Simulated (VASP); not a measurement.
# B: single point with LDA

B:

```
B
1.0
     0.00000    1.91797    1.91797
     1.91797    0.00000    1.91797
     1.91797    1.91797    0.00000
B
2
Direct
  0.12500 0.12500 0.12500
  0.87500 0.87500 0.87500
```

This cell differs from its parent crystal: volume scaled by 0.88.

```
Program                : VASP 6.6.1
Task                   : single point
Functional             : LDA
Potentials or basis    : VASP PAW LDA potentials, release 64 (B)
Cutoff                 : 520 eV
k mesh                 : 15 × 15 × 15
Occupations            : fermi-dirac, width 0.1 eV
Spin                   : no spin polarisation
Dipole correction      : no
Further INCAR settings : ALGO = Normal; EDIFF = 1e-07; NBANDS = 10
```

```
Pressure               : 30.6 GPa
Band gap on the k mesh : zero (band 3 reaches 9.77 eV, above the bottom of band 4 at 2.00 eV)
```

Levels at points of the mesh, in eV from the Fermi level:
```tsv
k point	band 1	band 2	band 3	band 4	band 5	band 6	band 7	band 8
(0.00, 0.00, 0.00)	-13.95	4.57	4.57	4.57	9.02	9.02	9.02	20.04
```

It took 11 s on 1 thread of Intel Xeon 8259CL, with other jobs on the host, peak memory 0.12 GiB.
